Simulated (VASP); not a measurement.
# Ag (Fm-3m) in VASP: a series of runs

Ag is run at these levels: PBE; tasks: single point.

Program: VASP 6.6.1. These are calculated values, not measurements. Logs are shortened: lines on timing, memory, paths and dates and some standing lists are left out, and cuts for length are marked.

**1. The cell of the first run**

The structure is cubic, space group Fm-3m (No. 225). The conventional cell has a = 3.891 Å, b = 3.891 Å, c = 3.891 Å, α = 90.00°, β = 90.00°, γ = 90.00°. Ag (site symmetry m-3m) has 12 Ag at 2.75 Å within 3.6 Å.

**2. Single point, PBE**

Contents of INCAR:

```
  PREC = Accurate
  ENCUT = 520
  EDIFF = 1E-6
  ISMEAR = -1
  SIGMA = 0.05
  LREAL = F
  LASPH = T
  NELM = 60
  ALGO = Normal
  ISIF = 2
  LWAVE = F
  LCHARG = F
  GGA = PE
  NBANDS = 12
```

Contents of KPOINTS:

```
Automatic mesh
0
Gamma
  11 11 11
```

Contents of POSCAR:

```
Ag
1.0
    0.0000000000      1.9455316218      1.9455316218
    1.9455316218      0.0000000000      1.9455316218
    1.9455316218      1.9455316218      0.0000000000
Ag
1
Direct
    0.0000000000      0.0000000000      0.0000000000
```

Potentials or basis: VASP PAW PBE potentials, release 64 (Ag).

The run is started by

```
$ cat potpaw_PBE.64/Ag/POTCAR > POTCAR
$ mpirun -np 1 vasp_std > vasp.out
```

OUTCAR:

```text
PREC = Accurate
   ENCUT = 520
   EDIFF = 1E-6
   ISMEAR = -1
   LREAL = F
   LASPH = T
   NELM = 60
   ISIF = 2
   GGA = PE

 ion  position               nearest neighbor table
   1  0.000  0.000  0.000-

  LATTYP: Found a face centered cubic cell.
 ALAT       =     3.8910632436

  Lattice vectors:

 A1 = (   0.0000000000,   1.9455316218,   1.9455316218)
 A2 = (   1.9455316218,   0.0000000000,   1.9455316218)
 A3 = (   1.9455316218,   1.9455316218,   0.0000000000)

Analysis of symmetry for initial positions (statically):
=====================================================================
 Subroutine PRICEL returns:
 Original cell was already a primitive cell.

 Routine SETGRP: Setting up the symmetry group for a
 face centered cubic supercell.

 Subroutine GETGRP returns: Found 48 space group operations
 (whereof 48 operations were pure point group operations)
 out of a pool of 48 trial point group operations.

The static configuration has the point symmetry O_h .

Analysis of symmetry for dynamics (positions and initial velocities):
=====================================================================
 Subroutine PRICEL returns:
 Original cell was already a primitive cell.

 Routine SETGRP: Setting up the symmetry group for a
 face centered cubic supercell.

 Subroutine GETGRP returns: Found 48 space group operations
 (whereof 48 operations were pure point group operations)
 out of a pool of 48 trial point group operations.

The dynamic configuration has the point symmetry O_h .

 Subroutine INISYM returns: Found 48 space group operations
 (whereof 48 operations are pure point group operations),
 and found     1 'primitive' translations

----------------------------------------------------------------------------------------

                                     Primitive cell

  volume of cell :      14.7280

  direct lattice vectors                    reciprocal lattice vectors
     0.000000000  1.945531622  1.945531622    -0.256999164  0.256999164  0.256999164
     1.945531622  0.000000000  1.945531622     0.256999164 -0.256999164  0.256999164
     1.945531622  1.945531622  0.000000000     0.256999164  0.256999164 -0.256999164

  length of vectors
     2.751397206  2.751397206  2.751397206     0.445135609  0.445135609  0.445135609

  position of ions in fractional coordinates (direct lattice)
     0.000000000  0.000000000  0.000000000

  ion indices of the primitive-cell ions
   primitive index   ion index
                 1           1

----------------------------------------------------------------------------------------

 KPOINTS: Automatic mesh

Automatic generation of k-mesh.
 Grid dimensions read from file:
 generate k-points for:   11   11   11

 Generating k-lattice:

  Cartesian coordinates                     Fractional coordinates (reciprocal lattice)
    -0.023363560  0.023363560  0.023363560     0.090909091  0.000000000  0.000000000
     0.023363560 -0.023363560  0.023363560     0.000000000  0.090909091  0.000000000
     0.023363560  0.023363560 -0.023363560     0.000000000  0.000000000  0.090909091

  Length of vectors
     0.040466874  0.040466874  0.040466874

  Shift w.r.t. Gamma in fractional coordinates (k-lattice)
     0.000000000  0.000000000  0.000000000

 Subroutine IBZKPT returns following result:
 ===========================================

 Found     56 irreducible k-points:

 Following reciprocal coordinates:
            Coordinates               Weight
  0.000000  0.000000  0.000000      1.000000
  0.090909  0.000000  0.000000      8.000000
  0.181818  0.000000  0.000000      8.000000
  0.272727  0.000000  0.000000      8.000000
  0.363636  0.000000  0.000000      8.000000
  0.454545  0.000000  0.000000      8.000000
[... 16 lines left out ...]
 -0.272727  0.181818  0.000000     24.000000
 -0.181818  0.181818  0.000000     12.000000
 [... further k-points ...]
   k-points           NKPTS =     56   k-points in BZ     NKDIM =     56   number of bands    NBANDS=     12
   number of dos      NEDOS =    301   number of ions     NIONS =      1
   total plane-waves  NPLWV =   8000
   dimension x,y,z NGX =    20 NGY =   20 NGZ =   20
   dimension x,y,z NGXF=    40 NGYF=   40 NGZF=   40
   ions per type =               1
   NGX,Y,Z   is equivalent  to a cutoff of  12.08, 12.08, 12.08 a.u.
   NGXF,Y,Z  is equivalent  to a cutoff of  24.17, 24.17, 24.17 a.u.
 SYSTEM =  unknown system
   PREC   = accura    normal or accurate (medium, high low for compatibility)
   ISTART =      0    job   : 0-new  1-cont  2-samecut
   ICHARG =      2    charge: 1-file 2-atom 10-const
   ISPIN  =      1    spin polarized calculation?
   LNONCOLLINEAR =      F non collinear calculations
   LSORBIT =      F    spin-orbit coupling
   LASPH  =      T    aspherical Exc in radial PAW
   ENCUT  =  520.0 eV  38.22 Ry    6.18 a.u.   5.12  5.12  5.12*2*pi/ulx,y,z
   NELM   =     60;   NELMIN=  2; NELMDL= -5     # of ELM steps
   EDIFF  = 0.1E-05   stopping-criterion for ELM
   LREAL  =      F    real-space projection
   EDIFFG = 0.1E-04   stopping-criterion for IOM
   NSW    =      0    number of steps for IOM
   IBRION =     -1    ionic relax: 0-MD 1-quasi-New 2-CG
   NFREE  =      0    steps in history (QN), initial steepest desc. (CG)
   ISIF   =      2    stress and relaxation
   ISYM   =      2    0-nonsym 1-usesym 2-fastsym
   POTIM  = 0.5000    time-step for ionic-motion
   TEBEG  =    0.0;   TEEND  =   0.0 temperature during run
   PSTRESS=    0.0 pullay stress
   NELECT =      11.0000    total number of electrons
   NUPDOWN=      -1.0000    fix difference up-down
   EMIN   =  10.00;   EMAX   =-10.00  energy-range for DOS
   EFERMI =   0.00;   METHOD = LEGACY
   ISMEAR =    -1;   SIGMA  =   0.05  broadening in eV -4-tet -1-fermi 0-gaus
   EFERMI_NEDOS =   21; number of points for ismear=-14 and -15
   IALGO  =     38    algorithm
   IMIX   =      4    mixing-type and parameters
     AMIX     =   0.40;   BMIX     =  1.00
     AMIX_MAG =   1.60;   BMIX_MAG =  1.00
  volume/ion in A,a.u.               =      14.73        99.39
  Fermi-wavevector in a.u.,A,eV,Ry     =   1.485334  2.806874 30.017403  2.206217
  Thomas-Fermi vector in A             =   2.598759
   LORBIT       =      0    0 simple, 1 ext, 2 COOP (PROOUT), +10 PAW based schemes
   GGA     = PE    functional components
   LHFCALC =     F    Hartree Fock is set to
   AEXX    =    0.0000 exact exchange contribution
   IVDW    =     0    specifies the selected vdW correction
   LEPSILON=     F    determine dielectric tensor
   LRPA    =     F    only Hartree local field effects (RPA)
 non-spin polarized calculation
  energy-cutoff  :      520.00
  volume of cell :       14.73
 maximum number of plane-waves:       411
   NGX = 11   NGY = 11   NGZ = 11

 number of electron      11.0000003 magnetization

 Free energy of the ion-electron system (eV)
  ---------------------------------------------------
  ext. energy  EPLUGINS =         0.00000000
  ---------------------------------------------------
  free energy    TOTEN  =        -2.49112276 eV

  energy without entropy =       -2.48982236  energy(sigma->0) =       -2.49047256

 E-fermi :  10.8121     XC(G=0): -13.1088

 val. band max:       10.6716947814   @ k =  -0.4545   0.0909   0.0000
 cond. band min:      10.9160472077   @ k =   0.4545   0.3636   0.0000
 fundamental gap:      0.2443524262
 Fermi energy:        10.8121065170

 k-point     1 :       0.0000    0.0000    0.0000
  band No.  band energies     occupation
      1       1.7305      2.00000
      2       5.2335      2.00000
      3       5.2335      2.00000
      4       5.2335      2.00000
      5       6.5711      2.00000
      6       6.5711      2.00000
      7      26.9008      0.00000
      8      31.3557      0.00000
      9      31.3557      0.00000
     10      31.3557      0.00000
     11      36.5761      0.00000
     12      38.8624      0.00000

 k-point     2 :       0.0909    0.0000    0.0000
  band No.  band energies     occupation
      1       2.0184      2.00000
      2       5.1581      2.00000
      3       5.3199      2.00000
      4       5.3199      2.00000
      5       6.5374      2.00000
      6       6.5374      2.00000
      7      27.0510      0.00000
      8      29.5066      0.00000
      9      31.5939      0.00000
     10      31.5939      0.00000
     11      36.7061      0.00000
     12      38.2812      0.00000

 k-point     3 :       0.1818    0.0000    0.0000
  band No.  band energies     occupation
      1       2.7601      2.00000
      2       5.0921      2.00000
      3       5.4748      2.00000
      4       5.4748      2.00000
      5       6.5435      2.00000
      6       6.5435      2.00000
      7      25.5563      0.00000
      8      28.0160      0.00000
      9      32.1169      0.00000
     10      32.1169      0.00000
     11      35.1383      0.00000
     12      36.6773      0.00000
[... 286 lines left out ...]
 k-point    23 :      -0.2727    0.1818    0.0000
  band No.  band energies     occupation
      1       4.1342      2.00000
      2       4.9866      2.00000
      3       5.4630      2.00000
      4       5.8426      2.00000
      5       6.5771      2.00000
      6       9.3285      2.00000
      7      20.3499      0.00000
      8      23.6597      0.00000
      9      28.9223      0.00000
     10      31.4529      0.00000
     11      34.0268      0.00000
     12      37.4331      0.00000

 k-point    24 :      -0.1818    0.1818    0.0000
  band No.  band energies     occupation
      1       4.0258      2.00000
      2       4.6978      2.00000
      3       5.4687      2.00000
      4       6.0139      2.00000
      5       6.0492      2.00000
      6       7.9346      2.00000
      7      23.6933      0.00000
      8      24.2906      0.00000
      9      30.3787      0.00000
     10      32.0543      0.00000
     11      33.7548      0.00000
     12      37.8939      0.00000

 [... further k-points ...]
[... 5 lines left out ...]
  --------------------------------------------------------------------------------------
  -------------------------------------------------------------------------------------
  Total        2.7186091      2.7186091      2.7186091      0.0000000      0.0000000     -0.0000000
  in kB      295.7416334    295.7416334    295.7416334      0.0000000      0.0000000     -0.0000000
  external PRESSURE =     295.7416334 kB  Pullay stress =       0.0000000 kB

 VOLUME and BASIS-vectors are now :
 -----------------------------------------------------------------------------
  energy-cutoff  :      520.00
  volume of cell :       14.73
      direct lattice vectors                 reciprocal lattice vectors
     0.000000000  1.945531622  1.945531622    -0.256999164  0.256999164  0.256999164
     1.945531622  0.000000000  1.945531622     0.256999164 -0.256999164  0.256999164
     1.945531622  1.945531622  0.000000000     0.256999164  0.256999164 -0.256999164

 POSITION                                       TOTAL-FORCE (eV/Angst)
 -----------------------------------------------------------------------------------
      0.00000      0.00000      0.00000         0.000000      0.000000      0.000000
 -----------------------------------------------------------------------------------
    total drift:                                0.000000      0.000000      0.000000

  FREE ENERGIE OF THE ION-ELECTRON SYSTEM (eV)
  ---------------------------------------------------
  free  energy   TOTEN  =        -2.4911227566 eV

  energy  without entropy=       -2.4898223631  energy(sigma->0) =       -2.49047256
```

It took 4.5 s on 1 thread of Intel Xeon 6975P-C (Granite Rapids), shared host; peak memory 0.13 GiB.

What came out:

- Free energy: -2.4911 eV
- Pressure: 29.6 GPa

Levels at points of the mesh, in eV from the Fermi level:
```csv
k point,band 4,band 5,band 6,band 7,band 8,band 9
"(0.00, 0.00, 0.00)",-5.58,-4.24,-4.24,16.09,20.54,20.54
```

(Part 1 of 2 ends here.)
